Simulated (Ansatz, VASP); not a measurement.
**Two plane-wave programs on Mg2Be**

```
Mg Be
1.0
     4.63411    0.00000    0.00000
    -2.31705    4.01326    0.00000
     0.00000    0.00000    2.84071
Mg Be
2 1
Direct
  0.33333 0.66667 0.50000
  0.66667 0.33333 0.50000
  0.00000 0.00000 0.00000
```

Alike in both runs: task relaxation of cell and atoms; functional PBE; k mesh 12 × 12 × 16; occupations gaussian, width 0.1 eV; no spin polarisation.

|  | VASP | Ansatz |
| --- | --- | --- |
| version | VASP 6.6.1 | Ansatz 0.2.0 |
| potentials or method | VASP PAW PBE potentials, release 64 (Mg, Be), cutoff 600 eV | scalar-relativistic, plane waves, PAW |
| valence electrons in the cell | 6 | 22 |

|  | VASP | Ansatz | Ansatz less VASP |
| --- | --- | --- | --- |
| gap on the k mesh at the Fermi level, each at its own relaxed structure (eV) | none | none | - |
| relaxed volume (Å³/atom) | 17.65 | 17.67 | +0.020 |
| relaxed length of the cell vector where the two differ most in proportion (Å) | 4.705 | 4.707 | +0.0019 |

A gap of «none» marks a metal or a gap that the smearing closes. VASP's potentials hold 6 valence electrons a cell and Ansatz's 22, so a difference there can come from the potentials and not from the codes.
